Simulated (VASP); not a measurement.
Write the native input for VASP 6.6.1 that does the following.

- Task: single point
- Functional: LDA
- Potentials or basis: VASP PAW LDA potentials, release 64 (Ir)
- Cutoff: 500 eV
- k mesh: 9 × 9 × 9
- Occupations: fermi-dirac, width 0.05 eV
- Spin: no spin polarisation
- Dipole correction: no
- Further INCAR settings: ALGO = Normal; EDIFF = 1e-06; NBANDS = 10

The structure of Ir lies in POSCAR:

```
Ir
1.0
    2.5372696260      0.0000000000      0.0000000000
    0.0000000000      2.5372696260      0.0000000000
    0.0000000000      0.0000000000      2.5372696260
Ir
1
Direct
    0.0000000000      0.0000000000      0.0000000000
```

These files were run (other wordings do the same):

INCAR

```
SYSTEM = Ir
PREC = Accurate
ENCUT = 500
EDIFF = 1E-6
ISMEAR = -1
SIGMA = 0.05
LREAL = .FALSE.
LASPH = .TRUE.
NELM = 120
ALGO = Normal
ISIF = 2
LWAVE = .FALSE.
LCHARG = .FALSE.
NBANDS = 10
GGA_COMPAT = .FALSE.
```

KPOINTS

```
regular mesh
0
G
  9 9 9
  0 0 0
```

Potentials or basis: VASP PAW LDA potentials, release 64 (Ir).

Run with:

```sh
$ cat potpaw_LDA.64/Ir/POTCAR > POTCAR
$ mpirun -np 1 vasp_std > vasp.out
```

Results of the run:

| Property | Result |
| --- | --- |
| Pressure | -1.4 GPa |

Wall time 3 s on 1 thread of Intel(R) Xeon(R) Platinum 8559C (Emerald Rapids) (shared host), peak memory 0.12 GiB.
